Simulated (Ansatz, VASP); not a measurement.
SrTiO3 in VASP and in Ansatz

```
Sr Ti O
1.0
     4.02832    0.00000    0.00000
     0.00000    4.02832    0.00000
     0.00000    0.00000    3.75258
Sr Ti O
1 1 3
Direct
  0.00273 0.00000 0.00000
  0.51291 0.50000 0.50000
  0.98049 0.50000 0.50000
  0.48296 0.00000 0.50000
  0.48296 0.50000 0.00000
```

Change from the starting cell: mode 1 frozen in at -0.077 Å, strain +e along z and -e/2 along x and y -0.0467.

Alike in both runs: task single point; functional PBE; k mesh 8 × 8 × 8; occupations gaussian, width 0.05 eV; no spin polarisation.

|  | VASP | Ansatz |
| --- | --- | --- |
| version | VASP 6.6.1 | Ansatz 0.2.0 |
| potentials or method | VASP PAW PBE potentials, release 64 (Sr_sv, Ti_sv, O), cutoff 520 eV | scalar-relativistic, plane waves, PAW |
| valence electrons in the cell | 40 | 40 |

```tsv
	VASP	Ansatz	Ansatz less VASP
gap on the k mesh at the Fermi level (eV)	1.89	1.92	+0.033
least direct gap on the mesh (eV)	2.41	2.43	+0.019
pressure (GPa)	3.1	2.5	-0.61
traceless stress, the component that is largest in VASP (GPa)	10.71	10.57	-0.137
rms of the force components (eV/Å)	0.080	0.088	+0.0089
```

Atom by atom the forces differ by 0.016 eV/Å (rms over components). The functional is the same, so the differences come from potentials, cutoffs and numerics.
